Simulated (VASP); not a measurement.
# LiF (P6_3mc) in VASP: further runs

Runs on LiF. Level: LDA. Tasks: single point.

Program: VASP 6.6.1. These are calculated values, not measurements. Logs are shortened: lines on timing, memory, paths and dates and some standing lists are left out, and cuts for length are marked.

### Step 1. The cell of the first run

The structure is hexagonal, space group P6_3mc (No. 186). Conventional cell: a = 2.803 Å, b = 2.803 Å, c = 4.747 Å, α = 90.00°, β = 90.00°, γ = 120.00°. Li (site symmetry 3m) has 4 F at 1.70 to 1.87 Å within 2.3 Å. F (site symmetry 3m) has 4 Li at 1.70 to 1.87 Å within 2.3 Å.

### Step 2. Single point, LDA (8.08 Å³/atom)

INCAR

```
PREC = Accurate
ENCUT = 520
EDIFF = 1E-6
ISMEAR = 0
SIGMA = 0.05
LREAL = False
LASPH = True
NELM = 100
ALGO = Normal
ISIF = 2
LWAVE = False
LCHARG = True
GGA = CA
LELF = True
LVHAR = True
NBANDS = 18
```

KPOINTS

```
regular mesh
0
Gamma
  9 9 6
```

POSCAR

```
LiF
1.0
    2.8032634884      0.0000000000      0.0000000000
   -1.4016317442      2.4276973944      0.0000000000
    0.0000000000      0.0000000000      4.7467660648
Li F
2 2
Direct
    0.3333333333      0.6666666667      0.3839784076
    0.6666666667      0.3333333333      0.8839784076
    0.3333333333      0.6666666667      0.9910195924
    0.6666666667      0.3333333333      0.4910195924
```

Potentials or basis: VASP PAW LDA potentials, release 64 (Li_sv, F).

Launch:

```sh
> cat potpaw_LDA.64/Li_sv/POTCAR potpaw_LDA.64/F/POTCAR > POTCAR
> mpirun -np 1 vasp_std > vasp.out
```

OUTCAR:

```text
PREC = Accurate
   ENCUT = 520
   EDIFF = 1E-6
   ISMEAR = 0
   LREAL = False
   LASPH = True
   NELM = 100
   ISIF = 2
   GGA = CA

 ion  position               nearest neighbor table
   1  0.333  0.667  0.384-   4 1.70   4 1.70   4 1.70   3 1.87
   2  0.667  0.333  0.884-   3 1.70   3 1.70   3 1.70   4 1.87
   3  0.333  0.667  0.991-   2 1.70   2 1.70   2 1.70   1 1.87
   4  0.667  0.333  0.491-   1 1.70   1 1.70   1 1.70   2 1.87

  LATTYP: Found a hexagonal cell.
 ALAT       =     2.8032634884
 C/A-ratio  =     1.6933000000

  Lattice vectors:

 A1 = (   2.8032634884,   0.0000000000,   0.0000000000)
 A2 = (  -1.4016317442,   2.4276973944,   0.0000000000)
 A3 = (   0.0000000000,   0.0000000000,   4.7467660648)

Analysis of symmetry for initial positions (statically):
=====================================================================
 Subroutine PRICEL returns:
 Original cell was already a primitive cell.

 Routine SETGRP: Setting up the symmetry group for a
 hexagonal supercell.

 Subroutine GETGRP returns: Found 12 space group operations
 (whereof  6 operations were pure point group operations)
 out of a pool of 24 trial point group operations.

The static configuration has the point symmetry C_3v.
 The point group associated with its full space group is C_6v.

Analysis of symmetry for dynamics (positions and initial velocities):
=====================================================================
 Subroutine PRICEL returns:
 Original cell was already a primitive cell.

 Routine SETGRP: Setting up the symmetry group for a
 hexagonal supercell.

 Subroutine GETGRP returns: Found 12 space group operations
 (whereof  6 operations were pure point group operations)
 out of a pool of 24 trial point group operations.

The dynamic configuration has the point symmetry C_3v.
 The point group associated with its full space group is C_6v.

 Subroutine INISYM returns: Found 12 space group operations
 (whereof  6 operations are pure point group operations),
 and found     1 'primitive' translations

----------------------------------------------------------------------------------------

                                     Primitive cell

  volume of cell :      32.3040

  direct lattice vectors                    reciprocal lattice vectors
     2.803263488  0.000000000  0.000000000     0.356727080  0.205956476  0.000000000
    -1.401631744  2.427697394  0.000000000     0.000000000  0.411912952  0.000000000
     0.000000000  0.000000000  4.746766065     0.000000000  0.000000000  0.210669746

  length of vectors
     2.803263488  2.803263488  4.746766065     0.411912952  0.411912952  0.210669746

  position of ions in fractional coordinates (direct lattice)
     0.333333333  0.666666667  0.383978408
     0.666666667  0.333333333  0.883978408
     0.333333333  0.666666667  0.991019592
     0.666666667  0.333333333  0.491019592

  ion indices of the primitive-cell ions
   primitive index   ion index
                 1           1
                 2           2
                 3           3
                 4           4

----------------------------------------------------------------------------------------

 KPOINTS: regular mesh

Automatic generation of k-mesh.
 Grid dimensions read from file:
 generate k-points for:    9    9    6

 Generating k-lattice:

  Cartesian coordinates                     Fractional coordinates (reciprocal lattice)
     0.039636342  0.022884053  0.000000000     0.111111111  0.000000000  0.000000000
     0.000000000  0.045768106  0.000000000     0.000000000  0.111111111  0.000000000
     0.000000000  0.000000000  0.035111624     0.000000000  0.000000000  0.166666667

  Length of vectors
     0.045768106  0.045768106  0.035111624

  Shift w.r.t. Gamma in fractional coordinates (k-lattice)
     0.000000000  0.000000000  0.000000000

 Subroutine IBZKPT returns following result:
 ===========================================

 Found     48 irreducible k-points:

 Following reciprocal coordinates:
            Coordinates               Weight
  0.000000  0.000000  0.000000      1.000000
  0.111111 -0.000000  0.000000      6.000000
  0.222222  0.000000  0.000000      6.000000
  0.333333  0.000000  0.000000      6.000000
  0.444444  0.000000  0.000000      6.000000
  0.111111  0.111111  0.000000      6.000000
[... 16 lines left out ...]
  0.333333  0.222222  0.166667     24.000000
  0.333333  0.333333  0.166667      4.000000
 [... further k-points ...]
   k-points           NKPTS =     48   k-points in BZ     NKDIM =     48   number of bands    NBANDS=     18
   number of dos      NEDOS =    301   number of ions     NIONS =      4
   total plane-waves  NPLWV =  20736
   dimension x,y,z NGX =    24 NGY =   24 NGZ =   36
   dimension x,y,z NGXF=    48 NGYF=   48 NGZF=   72
   ions per type =               2   2
   NGX,Y,Z   is equivalent  to a cutoff of  14.23, 14.23, 12.61 a.u.
   NGXF,Y,Z  is equivalent  to a cutoff of  28.47, 28.47, 25.22 a.u.
 SYSTEM =  unknown system
   PREC   = accura    normal or accurate (medium, high low for compatibility)
   ISTART =      0    job   : 0-new  1-cont  2-samecut
   ICHARG =      2    charge: 1-file 2-atom 10-const
   ISPIN  =      1    spin polarized calculation?
   LNONCOLLINEAR =      F non collinear calculations
   LSORBIT =      F    spin-orbit coupling
   LASPH  =      T    aspherical Exc in radial PAW
   ENCUT  =  520.0 eV  38.22 Ry    6.18 a.u.   5.21  5.21  8.83*2*pi/ulx,y,z
   NELM   =    100;   NELMIN=  2; NELMDL= -5     # of ELM steps
   EDIFF  = 0.1E-05   stopping-criterion for ELM
   LREAL  =      F    real-space projection
   EDIFFG = 0.1E-04   stopping-criterion for IOM
   NSW    =      0    number of steps for IOM
   IBRION =     -1    ionic relax: 0-MD 1-quasi-New 2-CG
   NFREE  =      0    steps in history (QN), initial steepest desc. (CG)
   ISIF   =      2    stress and relaxation
   ISYM   =      2    0-nonsym 1-usesym 2-fastsym
   POTIM  = 0.5000    time-step for ionic-motion
   TEBEG  =    0.0;   TEEND  =   0.0 temperature during run
   PSTRESS=    0.0 pullay stress
   NELECT =      20.0000    total number of electrons
   NUPDOWN=      -1.0000    fix difference up-down
   EMIN   =  10.00;   EMAX   =-10.00  energy-range for DOS
   EFERMI =   0.00;   METHOD = LEGACY
   ISMEAR =     0;   SIGMA  =   0.05  broadening in eV -4-tet -1-fermi 0-gaus
   EFERMI_NEDOS =   21; number of points for ismear=-14 and -15
   IALGO  =     38    algorithm
   IMIX   =      4    mixing-type and parameters
     AMIX     =   0.40;   BMIX     =  1.00
     AMIX_MAG =   1.60;   BMIX_MAG =  1.00
  volume/ion in A,a.u.               =       8.08        54.50
  Fermi-wavevector in a.u.,A,eV,Ry     =   1.395295  2.636725 26.488480  1.946848
  Thomas-Fermi vector in A             =   2.518761
   LORBIT       =      0    0 simple, 1 ext, 2 COOP (PROOUT), +10 PAW based schemes
   GGA     = CA    functional components
   LHFCALC =     F    Hartree Fock is set to
   AEXX    =    0.0000 exact exchange contribution
   IVDW    =     0    specifies the selected vdW correction
   LEPSILON=     F    determine dielectric tensor
   LRPA    =     F    only Hartree local field effects (RPA)
 non-spin polarized calculation
 Gauss-broadening in eV      SIGMA  =   0.05
  energy-cutoff  :      520.00
  volume of cell :       32.30
 maximum number of plane-waves:       881
 NGX is ok and might be reduce to    24
   NGX = 11   NGY = 11   NGZ = 17

 number of electron      20.0000029 magnetization

 Free energy of the ion-electron system (eV)
  ---------------------------------------------------
  ext. energy  EPLUGINS =         0.00000000
  ---------------------------------------------------
  free energy    TOTEN  =       -20.52885775 eV

  energy without entropy =      -20.52885775  energy(sigma->0) =      -20.52885775

 E-fermi :  -1.3713     XC(G=0): -10.5229

 val. band max:       -1.7523704257   @ k =   0.0000   0.0000   0.0000
 cond. band min:       7.0036029478   @ k =   0.0000   0.0000   0.0000
 fundamental gap:      8.7559733736
 Fermi energy:        -1.3712893692

 k-point     1 :       0.0000    0.0000    0.0000
  band No.  band energies     occupation
      1     -40.5476      2.00000
      2     -40.4580      2.00000
      3     -21.0200      2.00000
      4     -20.7460      2.00000
      5      -4.6181      2.00000
      6      -2.1299      2.00000
[... 10 lines left out ...]
     17      20.0248      0.00000
     18      20.0248      0.00000

 k-point     2 :       0.1111   -0.0000    0.0000
  band No.  band energies     occupation
      1     -40.5349      2.00000
      2     -40.4503      2.00000
      3     -21.0021      2.00000
      4     -20.7410      2.00000
      5      -4.5384      2.00000
      6      -2.3209      2.00000
[... 10 lines left out ...]
     17      20.2294      0.00000
     18      20.3587      0.00000

 k-point     3 :       0.2222    0.0000    0.0000
  band No.  band energies     occupation
      1     -40.5022      2.00000
      2     -40.4315      2.00000
      3     -20.9529      2.00000
      4     -20.7314      2.00000
      5      -4.3341      2.00000
      6      -2.8608      2.00000
[... 10 lines left out ...]
     17      20.2926      0.00000
     18      20.2991      0.00000

 k-point     4 :       0.3333    0.0000    0.0000
  band No.  band energies     occupation
      1     -40.4628      2.00000
      2     -40.4122      2.00000
      3     -20.8861      2.00000
      4     -20.7286      2.00000
      5      -4.2101      2.00000
      6      -3.3190      2.00000
[... 375 lines left out ...]
      4     -20.7371      2.00000
      5      -3.9776      2.00000
      6      -3.8288      2.00000
[... 10 lines left out ...]
     17      20.0152      0.00000
     18      21.6749      0.00000

 k-point    23 :       0.3333    0.2222    0.1667
  band No.  band energies     occupation
      1     -40.4184      2.00000
      2     -40.4014      2.00000
      3     -20.7952      2.00000
      4     -20.7457      2.00000
      5      -4.3499      2.00000
      6      -3.5642      2.00000
[... 10 lines left out ...]
     17      19.0265      0.00000
     18      22.0990      0.00000

 k-point    24 :       0.3333    0.3333    0.1667
  band No.  band energies     occupation
      1     -40.4048      2.00000
      2     -40.4048      2.00000
      3     -20.7623      2.00000
      4     -20.7623      2.00000
      5      -4.4567      2.00000
      6      -3.4303      2.00000
[... 10 lines left out ...]
     17      18.2865      0.00000
     18      22.2901      0.00000

 [... further k-points ...]
[... 5 lines left out ...]
  --------------------------------------------------------------------------------------
  -------------------------------------------------------------------------------------
  Total        3.8454379      3.8454379      0.5346633      0.0000000      0.0000000      0.0000000
  in kB      190.7216876    190.7216876     26.5176283      0.0000000      0.0000000      0.0000000
  external PRESSURE =     135.9870012 kB  Pullay stress =       0.0000000 kB

 VOLUME and BASIS-vectors are now :
 -----------------------------------------------------------------------------
  energy-cutoff  :      520.00
  volume of cell :       32.30
      direct lattice vectors                 reciprocal lattice vectors
     2.803263488  0.000000000  0.000000000     0.356727080  0.205956476  0.000000000
    -1.401631744  2.427697394  0.000000000     0.000000000  0.411912952  0.000000000
     0.000000000  0.000000000  4.746766065     0.000000000  0.000000000  0.210669746

 POSITION                                       TOTAL-FORCE (eV/Angst)
 -----------------------------------------------------------------------------------
     -0.00000      1.61846      1.82266         0.000000     -0.000000     -0.595219
      1.40163      0.80923      4.19604        -0.000000      0.000000     -0.595219
     -0.00000      1.61846      4.70414        -0.000000     -0.000000      0.595219
      1.40163      0.80923      2.33076         0.000000      0.000000      0.595219
 -----------------------------------------------------------------------------------
    total drift:                                0.000000      0.000000      0.001433

  FREE ENERGIE OF THE ION-ELECTRON SYSTEM (eV)
  ---------------------------------------------------
  free  energy   TOTEN  =       -20.5288577529 eV

  energy  without entropy=      -20.5288577529  energy(sigma->0) =      -20.52885775
```

It took 16 s on 1 thread of Intel Xeon Platinum 8259CL at 2.50GHz (Skylake/Cascade Lake), shared host; peak memory 0.14 GiB.

What came out:

```
Free energy            : -20.5289 eV
Largest force          : 0.595 eV/Å
Band gap on the k mesh : 8.76 eV
```

Forces in eV/Å, atoms in the order of the input:
```
Li   0.000  0.000 -0.595
Li   0.000  0.000 -0.595
F    0.000  0.000  0.595
F    0.000  0.000  0.595
```

Caveat: the cutoff is under 1.25 times the usual one of these potentials, so pressure, stress and relaxed cells hold a basis-set (Pulay) error.

### Step 3. Single point, LDA (8.08 Å³/atom)

INCAR

```
SYSTEM = LiF
  PREC = Accurate
  ENCUT = 520
  EDIFF = 1E-6
  ISMEAR = 0
  SIGMA = 0.05
  LREAL = .False.
  LASPH = .True.
  NELM = 80
  ALGO = Normal
  ISIF = 2
  LWAVE = .False.
  LCHARG = .True.
  LELF = .True.
  LVHAR = .True.
  NBANDS = 18
```

KPOINTS

```
Automatic mesh
0
Gamma
  9 9 6
  0 0 0
```

POSCAR

```
LiF
1.0
    2.9417759059      0.0000000000      0.0000000000
   -1.4708879530      2.5476526668      0.0000000000
    0.0000000000      0.0000000000      4.3102900574
Li F
2 2
Direct
    0.3333333333      0.6666666667      0.3839784076
    0.6666666667      0.3333333333      0.8839784076
    0.3333333333      0.6666666667      0.9910195924
    0.6666666667      0.3333333333      0.4910195924
```

Potentials or basis: VASP PAW LDA potentials, release 64 (Li_sv, F).

Launch:

```sh
> cat potpaw_LDA.64/Li_sv/POTCAR potpaw_LDA.64/F/POTCAR > POTCAR
> mpirun -np 1 vasp_std > vasp.out
```

Wall time 14 s (1 thread of Intel Xeon Platinum 8259CL at 2.50GHz (Skylake/Cascade Lake), shared host); peak memory 0.14 GiB.

Results (log left out):

| Item | Value |
| --- | --- |
| Free energy | -20.6238 eV |
| Largest force | 0.486 eV/Å |
| Band gap on the k mesh | 8.56 eV |

Forces on the atoms (eV/Å):
```
Li   0.000  0.000  0.486
Li   0.000  0.000  0.486
F    0.000  0.000 -0.486
F    0.000  0.000 -0.486
```

Levels at points of the mesh, in eV from the valence-band top:
| k point | band 8 | band 9 | band 10 | band 11 | band 12 | band 13 |
| --- | --- | --- | --- | --- | --- | --- |
| (0.00, 0.00, 0.00) | -0.34 | -0.34 | 0.00 | 8.56 | 13.47 | 17.31 |
| (0.00, 0.00, 0.50) | -0.63 | -0.63 | -0.63 | 10.47 | 10.47 | 19.26 |

Caveat: the cutoff is under 1.25 times the usual one of these potentials, so pressure, stress and relaxed cells hold a basis-set (Pulay) error.

[end of part 1 of 2]
